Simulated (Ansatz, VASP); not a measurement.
Ti in VASP and in Ansatz

```
Ti
1.0
     2.86428    0.00000    0.00000
     0.00000    4.53780    0.00000
     0.00000    0.00000   21.78790
Ti
6
Cartesian
  2.1482 3.4033 8.0832
  0.7161 1.1344 8.9202
  0.7161 3.4033 10.4244
  2.1482 1.1344 11.3635
  2.1482 3.4033 12.8677
  0.7161 1.1344 13.7047
```

Alike in both runs: functional LDA; k mesh 14 × 9 × 1; occupations fermi-dirac, width 0.1 eV; no spin polarisation.

Ansatz relaxed the structure, and its values are those at the end. VASP's run is a single point on that final structure, the one shown.

```csv
,VASP,Ansatz
version,VASP 6.6.1,Ansatz 0.2.0
potentials or method,"VASP PAW LDA potentials, release 64 (Ti_sv), cutoff 520 eV","all-electron LAPW, scalar-relativistic"
```

|  | VASP | Ansatz | Ansatz less VASP |
| --- | --- | --- | --- |
| rms of the force components (eV/Å) | 0.003 | 0.001 | -0.0019 |

LDA's correlation is that of Perdew and Zunger in VASP and of Perdew and Wang (1992) in Ansatz. Ansatz ran all-electron here, and VASP with PAW potentials.
